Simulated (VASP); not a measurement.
# MgAl6N8 (a cell with a defect) in VASP: notebook

The runs below take MgAl6N8 (a cell with a defect) through single point, with PBE.

Everything below comes from runs of VASP 6.6.1. Logs are shortened: lines on timing, memory, paths and dates and some standing lists are left out, and cuts for length are marked.

### 1 The cell of the first run

The cell holds a defect, 15 atoms: a = 6.220 Å, b = 5.387 Å, c = 4.980 Å, α = 90.00°, β = 90.00°, γ = 90.00°.

### 2 Single point, PBE

File INCAR:

```
PREC = Accurate
ENCUT = 520
EDIFF = 1E-6
ISMEAR = -1
SIGMA = 0.05
LREAL = Auto
LASPH = T
NELM = 60
ALGO = Normal
ISIF = 2
LWAVE = F
LCHARG = T
GGA = PE
LELF = T
LVHAR = T
NBANDS = 43
```

File KPOINTS:

```
Automatic mesh
0
Gamma
  2 2 2
```

File POSCAR:

```
MgAl6N8
1.0
   -3.1100000000     -5.3866780000      0.0000000000
    4.6650000000     -2.6933390000      0.0000000000
    0.0000000000      0.0000000000      4.9800000000
Al N Mg
6 8 1
Direct
    0.4938878044      0.6756219638     -0.0021524116
    0.2370604347      0.1587852369     -0.0006154151
    0.2443804180      0.8243616158      0.5018793952
   -0.0000915778      0.6638799763      0.0001452094
    0.0042903882      0.3729020183      0.5398125236
    0.7601107869      0.8181648474      0.4978951322
    0.5006282639      0.7781322975      0.3489221391
    0.4746691624      0.3412650977      0.9791382408
    0.1206825353      0.1134234670      0.3568322658
    0.2420096026      0.8345673451      0.8694719667
    0.0051808798      0.6543872743      0.3701339739
    0.0065573606      0.3416450901      0.8880151294
    0.8927086618      0.1090777768      0.3644127052
    0.7506364211      0.8006292699      0.8614225819
    0.7398556581      0.1548673231     -0.0039872363
```

Potentials or basis: VASP PAW PBE potentials, release 64 (Al, N, Mg).

Started as:

```sh
$ cat potpaw_PBE.64/Al/POTCAR potpaw_PBE.64/N/POTCAR potpaw_PBE.64/Mg/POTCAR > POTCAR
$ mpirun -np 1 vasp_std > vasp.out
```

OUTCAR:

```text
PREC = Accurate
   ENCUT = 520
   EDIFF = 1E-6
   ISMEAR = -1
   LREAL = Auto
   LASPH = T
   NELM = 60
   ISIF = 2
   GGA = PE

 ion  position               nearest neighbor table
   1  0.494  0.676  0.998-   8 1.81   7 1.83  14 1.86  10 1.90  15 3.00   3 3.03   2 3.05   3 3.06
                             4 3.07   6 3.09   6 3.09   4 3.15  15 3.20   2 3.21
   2  0.237  0.159  0.999-   8 1.78  12 1.83  10 1.86   9 1.94   5 2.94   4 3.05   1 3.05   3 3.06
                             3 3.08  15 3.09   4 3.09  15 3.13   1 3.21   5 3.27
   3  0.244  0.824  0.502-   7 1.78  10 1.83  11 1.87   9 1.88   5 2.86   6 3.01   1 3.03   4 3.04
                             4 3.05   1 3.06   2 3.06   2 3.08   6 3.21   5 3.32
   4  1.000  0.664  0.000-  12 1.82  11 1.84  14 1.85  10 1.88   5 2.78   6 3.01   6 3.03   3 3.04
                             2 3.05   3 3.05   1 3.07   2 3.09  15 3.10   5 3.11   1 3.15  15 3.18
   5  0.004  0.373  0.540-  11 1.74  12 1.74  13 1.81   9 1.82   4 2.78   6 2.85   3 2.86   2 2.94
                            15 3.04   4 3.11   2 3.27   3 3.32   6 3.36  15 3.38
   6  0.760  0.818  0.498-   7 1.79  14 1.81  11 1.87  13 1.89   5 2.85   4 3.01   3 3.01   4 3.03
                            15 3.08   1 3.09   1 3.09  15 3.09   3 3.21   5 3.36
   7  0.501  0.778  0.349-   3 1.78   6 1.79   1 1.83
   8  0.475  0.341  0.979-   2 1.78   1 1.81  15 1.93
   9  0.121  0.113  0.357-  13 1.42   5 1.82   3 1.88   2 1.94
  10  0.242  0.835  0.869-   3 1.83   2 1.86   4 1.88   1 1.90
  11  0.005  0.654  0.370-   5 1.74   4 1.84   3 1.87   6 1.87
  12  0.007  0.342  0.888-   5 1.74   4 1.82   2 1.83  15 2.01
  13  0.893  0.109  0.364-   9 1.42   5 1.81   6 1.89  15 2.08
  14  0.751  0.801  0.861-   6 1.81   4 1.85   1 1.86  15 2.02
  15  0.740  0.155  0.996-   8 1.93  12 2.01  14 2.02  13 2.08   1 3.00   5 3.04   6 3.08   6 3.09
                             2 3.09   4 3.10   2 3.13   4 3.18   1 3.20   5 3.38

  LATTYP: Found a simple orthorhombic cell.
 ALAT       =     4.9800000000
 B/A-ratio  =     1.0816622507
 C/A-ratio  =     1.2489959819

  Lattice vectors:

 A1 = (   0.0000000000,   0.0000000000,  -4.9800000000)
 A2 = (   4.6650000000,  -2.6933390000,   0.0000000000)
 A3 = (  -3.1100000000,  -5.3866780000,   0.0000000000)

Analysis of symmetry for initial positions (statically):
=====================================================================
 Subroutine PRICEL returns:
 Original cell was already a primitive cell.

 Routine SETGRP: Setting up the symmetry group for a
 simple orthorhombic supercell.

 Subroutine GETGRP returns: Found  1 space group operations
 (whereof  1 operations were pure point group operations)
 out of a pool of  8 trial point group operations.

The static configuration has the point symmetry C_1 .

Analysis of symmetry for dynamics (positions and initial velocities):
=====================================================================
 Subroutine PRICEL returns:
 Original cell was already a primitive cell.

 Routine SETGRP: Setting up the symmetry group for a
 simple orthorhombic supercell.

 Subroutine GETGRP returns: Found  1 space group operations
 (whereof  1 operations were pure point group operations)
 out of a pool of  8 trial point group operations.

The dynamic configuration has the point symmetry C_1 .

 Subroutine INISYM returns: Found  1 space group operations
 (whereof  1 operations are pure point group operations),
 and found     1 'primitive' translations

----------------------------------------------------------------------------------------

                                     Primitive cell

  volume of cell :     166.8556

  direct lattice vectors                    reciprocal lattice vectors
    -3.110000000 -5.386678000  0.000000000    -0.080385852 -0.139232380  0.000000000
     4.665000000 -2.693339000  0.000000000     0.160771704 -0.092821587  0.000000000
     0.000000000  0.000000000  4.980000000     0.000000000  0.000000000  0.200803213

  length of vectors
     6.219999990  5.386678009  4.980000000     0.160771704  0.185643173  0.200803213

  position of ions in fractional coordinates (direct lattice)
     0.493887804  0.675621964  0.997847588
     0.237060435  0.158785237  0.999384585
     0.244380418  0.824361616  0.501879395
[... 43 lines left out ...]
     0.080385852 -0.046410793  0.000000000    -0.000000000  0.500000000  0.000000000
     0.000000000  0.000000000  0.100401606     0.000000000  0.000000000  0.500000000

  Length of vectors
     0.080385852  0.092821587  0.100401606

  Shift w.r.t. Gamma in fractional coordinates (k-lattice)
     0.000000000  0.000000000  0.000000000

 Subroutine IBZKPT returns following result:
 ===========================================

 Found      8 irreducible k-points:

 Following reciprocal coordinates:
            Coordinates               Weight
  0.000000  0.000000  0.000000      1.000000
  0.500000  0.000000  0.000000      1.000000
 -0.000000  0.500000  0.000000      1.000000
  0.500000  0.500000  0.000000      1.000000
  0.000000  0.000000  0.500000      1.000000
  0.500000  0.000000  0.500000      1.000000
 -0.000000  0.500000  0.500000      1.000000
  0.500000  0.500000  0.500000      1.000000
   k-points           NKPTS =      8   k-points in BZ     NKDIM =      8   number of bands    NBANDS=     43
   number of dos      NEDOS =    301   number of ions     NIONS =     15
   total plane-waves  NPLWV =  76800
   dimension x,y,z NGX =    48 NGY =   40 NGZ =   40
   dimension x,y,z NGXF=    96 NGYF=   80 NGZF=   80
   ions per type =               6   8   1
   NGX,Y,Z   is equivalent  to a cutoff of  12.83, 12.34, 13.35 a.u.
   NGXF,Y,Z  is equivalent  to a cutoff of  25.66, 24.69, 26.71 a.u.
 SYSTEM =  unknown system
   PREC   = accura    normal or accurate (medium, high low for compatibility)
   ISTART =      0    job   : 0-new  1-cont  2-samecut
   ICHARG =      2    charge: 1-file 2-atom 10-const
   ISPIN  =      1    spin polarized calculation?
   LNONCOLLINEAR =      F non collinear calculations
   LSORBIT =      F    spin-orbit coupling
   LASPH  =      T    aspherical Exc in radial PAW
   ENCUT  =  520.0 eV  38.22 Ry    6.18 a.u.  11.57 10.02  9.26*2*pi/ulx,y,z
   NELM   =     60;   NELMIN=  2; NELMDL= -5     # of ELM steps
   EDIFF  = 0.1E-05   stopping-criterion for ELM
   LREAL  =      T    real-space projection
   EDIFFG = 0.1E-04   stopping-criterion for IOM
   NSW    =      0    number of steps for IOM
   IBRION =     -1    ionic relax: 0-MD 1-quasi-New 2-CG
   NFREE  =      0    steps in history (QN), initial steepest desc. (CG)
   ISIF   =      2    stress and relaxation
   ISYM   =      2    0-nonsym 1-usesym 2-fastsym
   POTIM  = 0.5000    time-step for ionic-motion
   TEBEG  =    0.0;   TEEND  =   0.0 temperature during run
   PSTRESS=    0.0 pullay stress
   NELECT =      60.0000    total number of electrons
   NUPDOWN=      -1.0000    fix difference up-down
   EMIN   =  10.00;   EMAX   =-10.00  energy-range for DOS
   EFERMI =   0.00;   METHOD = LEGACY
   ISMEAR =    -1;   SIGMA  =   0.05  broadening in eV -4-tet -1-fermi 0-gaus
   EFERMI_NEDOS =   21; number of points for ismear=-14 and -15
   IALGO  =     38    algorithm
   IMIX   =      4    mixing-type and parameters
     AMIX     =   0.40;   BMIX     =  1.00
     AMIX_MAG =   1.60;   BMIX_MAG =  1.00
  volume/ion in A,a.u.               =      11.12        75.07
  Fermi-wavevector in a.u.,A,eV,Ry     =   1.164157  2.199938 18.439462  1.355262
  Thomas-Fermi vector in A             =   2.300699
   LORBIT       =      0    0 simple, 1 ext, 2 COOP (PROOUT), +10 PAW based schemes
   GGA     = PE    functional components
   LHFCALC =     F    Hartree Fock is set to
   AEXX    =    0.0000 exact exchange contribution
   IVDW    =     0    specifies the selected vdW correction
   LEPSILON=     F    determine dielectric tensor
   LRPA    =     F    only Hartree local field effects (RPA)
 non-spin polarized calculation
  energy-cutoff  :      520.00
  volume of cell :      166.86
 maximum number of plane-waves:      4540
 NGX is ok and might be reduce to    48
   NGX = 23   NGY = 21   NGZ = 19

 number of electron      60.0000000 magnetization

 Free energy of the ion-electron system (eV)
  ---------------------------------------------------
  ext. energy  EPLUGINS =         0.00000000
  ---------------------------------------------------
  free energy    TOTEN  =      -101.53147994 eV

  energy without entropy =     -101.49458207  energy(sigma->0) =     -101.51303101

 E-fermi :   4.9312     XC(G=0): -10.2802

 val. band max:        4.8473645018   @ k =   0.5000   0.5000   0.0000
 cond. band min:       5.0249529817   @ k =   0.5000   0.5000   0.5000
 fundamental gap:      0.1775884799
 Fermi energy:         4.9312017889

 k-point     1 :       0.0000    0.0000    0.0000
  band No.  band energies     occupation
      1     -14.0601      2.00000
      2      -9.9638      2.00000
      3      -8.7280      2.00000
      4      -8.4578      2.00000
      5      -8.2737      2.00000
      6      -7.6642      2.00000
[... 349 lines left out ...]
     41      13.7756      0.00000
     42      14.0873      0.00000
 [bands above 42 left out]

------------------------ aborting loop because EDIFF is reached ----------------------------------------

  FORCE on cell =-STRESS in cart. coord.  units (eV):
  Direction    XX          YY          ZZ          XY          YZ          ZX
  --------------------------------------------------------------------------------------
  -------------------------------------------------------------------------------------
  Total       23.8929489     15.7436194     20.1409410     -5.4956186     -1.9391169      0.9406946
  in kB      229.4243940    151.1730663    193.3969393    -52.7699186    -18.6197494      9.0327186
  external PRESSURE =     191.3314665 kB  Pullay stress =       0.0000000 kB

 VOLUME and BASIS-vectors are now :
 -----------------------------------------------------------------------------
  energy-cutoff  :      520.00
  volume of cell :      166.86
      direct lattice vectors                 reciprocal lattice vectors
    -3.110000000 -5.386678000  0.000000000    -0.080385852 -0.139232380  0.000000000
     4.665000000 -2.693339000  0.000000000     0.160771704 -0.092821587  0.000000000
     0.000000000  0.000000000  4.980000000     0.000000000  0.000000000  0.200803213

 POSITION                                       TOTAL-FORCE (eV/Angst)
 -----------------------------------------------------------------------------------
      1.61579     -4.48009      4.96928        -0.009568     -0.027384      0.006457
      0.00348     -1.70463      4.97694         0.014113      0.015843      0.010632
      3.08562     -3.53668      2.49936         0.015612      0.000700     -0.008262
     -0.01272     -7.17424      0.00072         0.008366      0.025047      0.017475
      1.72624     -1.02746      2.68827        -0.006936     -0.015680      0.003699
      1.45279     -6.29807      2.47952         0.003343     -0.009953     -0.008263
      2.07303     -4.79250      1.73763        -0.008596     -0.008265     -0.001521
      0.11578     -3.47603      4.87611         0.007334     -0.003000     -0.000124
      0.15380     -0.95557      1.77702        -0.060076     -0.092007     -0.015332
      3.14061     -3.55140      4.32997        -0.005506     -0.008562      0.017157
      3.03660     -1.79039      1.84327         0.002798     -0.010185     -0.005376
      1.57338     -0.95549      4.42232         0.004108      0.005396      0.003346
     -2.26748     -5.10252      1.81478         0.046249      0.121165     -0.003915
      1.40046     -6.19980      4.28988         0.003559      0.011243     -0.012198
     -1.57850     -4.40247      4.96014        -0.014801     -0.004359     -0.003774
 -----------------------------------------------------------------------------------
    total drift:                               -0.004839      0.000622     -0.001366

  FREE ENERGIE OF THE ION-ELECTRON SYSTEM (eV)
  ---------------------------------------------------
  free  energy   TOTEN  =      -101.5314799387 eV

  energy  without entropy=     -101.4945820744  energy(sigma->0) =     -101.51303101
```

Wall time 54 s (1 thread of Intel Xeon 6975P-C (Granite Rapids), shared host); peak memory 0.27 GiB.

Results:

```yaml
Free_energy: -101.5315 eV
Pressure: 19.1 GPa
Largest_force: 0.130 eV/Å
Band_gap_on_the_k_mesh: zero (band 30 reaches 5.03 eV, above the bottom of band 31 at 4.76 eV)
```

Forces in eV/Å, atoms in the order of the input:
```
Al  -0.010 -0.027  0.006
Al   0.014  0.016  0.011
Al   0.016  0.001 -0.008
Al   0.008  0.025  0.017
Al  -0.007 -0.016  0.004
Al   0.003 -0.010 -0.008
N   -0.009 -0.008 -0.002
N    0.007 -0.003  0.000
N   -0.060 -0.092 -0.015
N   -0.006 -0.009  0.017
N    0.003 -0.010 -0.005
N    0.004  0.005  0.003
N    0.046  0.121 -0.004
N    0.004  0.011 -0.012
Mg  -0.015 -0.004 -0.004
```

Levels at points of the mesh, in eV from the Fermi level:
```csv
k point,band 27,band 28,band 29,band 30,band 31,band 32,band 33,band 34
"(0.00, 0.00, 0.00)",-0.56,-0.47,-0.29,-0.25,-0.18,4.03,5.73,6.08
"(0.50, 0.00, 0.00)",-0.96,-0.73,-0.45,-0.18,0.14,4.40,5.17,5.97
"(0.00, 0.50, 0.00)",-0.81,-0.52,-0.23,-0.15,0.09,4.75,5.64,6.22
"(0.50, 0.50, 0.00)",-0.96,-0.66,-0.55,-0.08,0.27,5.15,5.74,6.08
"(0.00, 0.00, 0.50)",-0.97,-0.62,-0.35,-0.23,0.13,5.20,5.69,5.86
"(0.50, 0.00, 0.50)",-0.99,-0.97,-0.46,-0.19,0.25,5.19,5.52,6.45
"(0.00, 0.50, 0.50)",-1.04,-0.64,-0.35,-0.11,0.20,5.02,5.22,5.84
"(0.50, 0.50, 0.50)",-1.22,-0.69,-0.60,0.09,0.49,5.36,5.53,5.75
```

Caveat: the k points lie up to 0.63 Å⁻¹ apart.

### 3 Single point, PBE

File INCAR:

```
SYSTEM = MgAl6N8
PREC = Accurate ; ENCUT = 520
EDIFF = 1E-6 ; ISMEAR = -1
SIGMA = 0.05 ; LREAL = Auto
LASPH = .TRUE. ; NELM = 80
ALGO = Normal ; ISIF = 2
LWAVE = .FALSE. ; LCHARG = .TRUE.
GGA = PE ; LELF = .TRUE.
LVHAR = .TRUE. ; NBANDS = 43
```

File KPOINTS:

```
regular mesh
0
G
  2 2 2
  0 0 0
```

File POSCAR:

```
MgAl6N8
1.0
   -3.1100000000     -5.3866780000      0.0000000000
    4.6650000000     -2.6933390000      0.0000000000
    0.0000000000      0.0000000000      4.9800000000
Al N Mg
6 8 1
Direct
    0.4878885280      0.6803931508     -0.0032130391
    0.2436011088      0.1253899489      0.0388698759
    0.2484771419      0.8343384838      0.4992804212
    0.0035504297      0.6739807327      0.0008671166
    0.0113940562      0.3391728537      0.4981919398
    0.7541404009      0.8226990480      0.4967543034
    0.4975950996      0.6975168240      0.3602550675
    0.3554426051      0.3892680532      0.8635522974
    0.2420620314      0.1565883079      0.3870850580
    0.2426455286      0.8440063413      0.8691744902
    0.0061304037      0.6636014409      0.3686974907
    0.1274979689      0.3849821069      0.8558520810
    0.7736430508      0.1570820336      0.4776920877
    0.7473635223      0.7208072838      0.8480163777
    0.5085681241      0.3435067206      0.4949244321
```

Potentials or basis: VASP PAW PBE potentials, release 64 (Al, N, Mg).

Started as:

```sh
$ cat potpaw_PBE.64/Al/POTCAR potpaw_PBE.64/N/POTCAR potpaw_PBE.64/Mg/POTCAR > POTCAR
$ mpirun -np 1 vasp_std > vasp.out
```

Wall time 56 s (1 thread of Intel Xeon 6975P-C (Granite Rapids), shared host); peak memory 0.27 GiB.

Results (log left out):

```
Free energy            : -101.5316 eV
Pressure               : 19.1 GPa
Largest force          : 0.127 eV/Å
Band gap on the k mesh : zero (band 30 reaches 5.03 eV, above the bottom of band 31 at 4.76 eV)
```

Forces on the atoms (eV/Å):
```
Al  -0.005  0.017 -0.006
Al   0.014  0.004  0.003
Al  -0.004 -0.003  0.001
Al  -0.021 -0.002  0.009
Al   0.006 -0.023  0.015
Al   0.006  0.005  0.003
N    0.006 -0.007  0.001
N   -0.045 -0.119 -0.007
N   -0.003  0.007  0.003
N   -0.019 -0.001 -0.008
N    0.005 -0.003 -0.002
N    0.059  0.097 -0.013
N   -0.021  0.010  0.001
N    0.007  0.011 -0.003
Mg   0.015  0.008  0.003
```

Stress tensor (GPa, compression positive):
```
22.95 -5.28 -0.90
-5.28 15.12  1.86
-0.90  1.86 19.30
```

Levels at points of the mesh, in eV from the Fermi level:
| k point | band 28 | band 29 | band 30 | band 31 | band 32 | band 33 |
| --- | --- | --- | --- | --- | --- | --- |
| (0.00, 0.00, 0.00) | -0.47 | -0.29 | -0.25 | -0.18 | 4.03 | 5.73 |
| (0.50, 0.00, 0.00) | -0.73 | -0.45 | -0.18 | 0.14 | 4.40 | 5.17 |
| (0.00, 0.50, 0.00) | -0.52 | -0.23 | -0.14 | 0.09 | 4.76 | 5.63 |
| (0.50, 0.50, 0.00) | -0.65 | -0.55 | -0.08 | 0.27 | 5.15 | 5.74 |
| (0.00, 0.00, 0.50) | -0.62 | -0.35 | -0.23 | 0.13 | 5.21 | 5.68 |
| (0.50, 0.00, 0.50) | -0.97 | -0.46 | -0.19 | 0.25 | 5.19 | 5.52 |
| (0.00, 0.50, 0.50) | -0.64 | -0.35 | -0.10 | 0.20 | 5.02 | 5.22 |
| (0.50, 0.50, 0.50) | -0.69 | -0.60 | 0.09 | 0.49 | 5.37 | 5.53 |

Caveat: the k points lie up to 0.63 Å⁻¹ apart.

[end of part 1 of 2]
